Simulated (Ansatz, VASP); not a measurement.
## One calculation of SnO2, two programs

Contents of INCAR:

```
ALGO = Normal
EDIFF = 1E-6
ENCUT = 600
GGA = PS
GGA_COMPAT = F
ISIF = 2
ISMEAR = -1
LASPH = T
LCHARG = F
LREAL = F
LWAVE = F
NBANDS = 64
NELM = 120
PREC = Accurate
SIGMA = 0.05
```

The input KPOINTS:

```
k-points
0
Gamma
  6 6 6
```

Contents of POSCAR:

```
SnO2
1.0
   -3.2049876039      3.3683228566      3.3678799249
    3.2049876039     -3.3683228566      3.3678799249
    3.2049876039      3.3683228566     -3.3678799249
Sn O
4 8
Direct
    0.5000000000      0.0000000000      0.0000000000
    0.5000000000      0.5000000000      0.5000000000
    0.0035990000      0.7535990000      0.2500000000
    0.9964010000      0.2464010000      0.7500000000
    0.8064960000      0.8037740000      0.4972780000
    0.8064960000      0.3092180000      0.0027220000
    0.3024350000      0.2459400000      0.0564950000
    0.6894450000      0.2459400000      0.4435050000
    0.3105550000      0.7540600000      0.5564950000
    0.1935040000      0.6907820000      0.9972780000
    0.6975650000      0.7540600000      0.9435050000
    0.1935040000      0.1962260000      0.5027220000
```

Contents of input.yaml:

```yaml
crystal:
  lattice:
    - [-3.2049876039, 3.3683228566, 3.3678799249]
    - [3.2049876039, -3.3683228566, 3.3678799249]
    - [3.2049876039, 3.3683228566, -3.3678799249]
  atoms:
    - { symbol: Sn, position: [0.5, 0.0, 0.0] }
    - { symbol: Sn, position: [0.5, 0.5, 0.5] }
    - { symbol: Sn, position: [0.003599, 0.753599, 0.25] }
    - { symbol: Sn, position: [0.996401, 0.246401, 0.75] }
    - { symbol: O, position: [0.806496, 0.803774, 0.497278] }
    - { symbol: O, position: [0.806496, 0.309218, 0.002722] }
    - { symbol: O, position: [0.302435, 0.24594, 0.056495] }
    - { symbol: O, position: [0.689445, 0.24594, 0.443505] }
    - { symbol: O, position: [0.310555, 0.75406, 0.556495] }
    - { symbol: O, position: [0.193504, 0.690782, 0.997278] }
    - { symbol: O, position: [0.697565, 0.75406, 0.943505] }
    - { symbol: O, position: [0.193504, 0.196226, 0.502722] }
hamiltonian:
  xc: pbesol
  pseudopotentials: { kind: paw }
kpoints:
  mp_grid: { grid: [6, 6, 6] }
scf:
  occupations: { method: fermi_dirac, width: 0.05 }
output:
  forces: true
  stress: true
  eigenvalues: true
```

Alike in both runs: task single point; functional PBEsol; k mesh 6 × 6 × 6; occupations fermi-dirac, width 0.05 eV; no spin polarisation.

|  | VASP | Ansatz |
| --- | --- | --- |
| version | VASP 6.6.1 | Ansatz 0.2.0 |
| potentials or method | VASP PAW PBE potentials, release 64 (Sn_d, O) | Ansatz PAW |
| plane-wave cutoff (eV) | 600 | 420 |
| valence electrons in the cell | 104 | 104 |

|  | VASP | Ansatz | Ansatz less VASP |
| --- | --- | --- | --- |
| gap on the k mesh at the Fermi level (eV) | 0.98 | 0.98 | +0.005 |
| least direct gap on the mesh (eV) | 0.98 | 0.98 | +0.005 |
| pressure (GPa) | 1.5 | 1.0 | -0.50 |
| traceless stress, the component that is largest in VASP (GPa) | 0.57 | 0.36 | -0.205 |
| rms of the force components (eV/Å) | 0.035 | 0.029 | -0.0058 |

VASP's potentials were made for PBE, not for PBEsol. Atom by atom the forces differ by 0.007 eV/Å (rms over components).
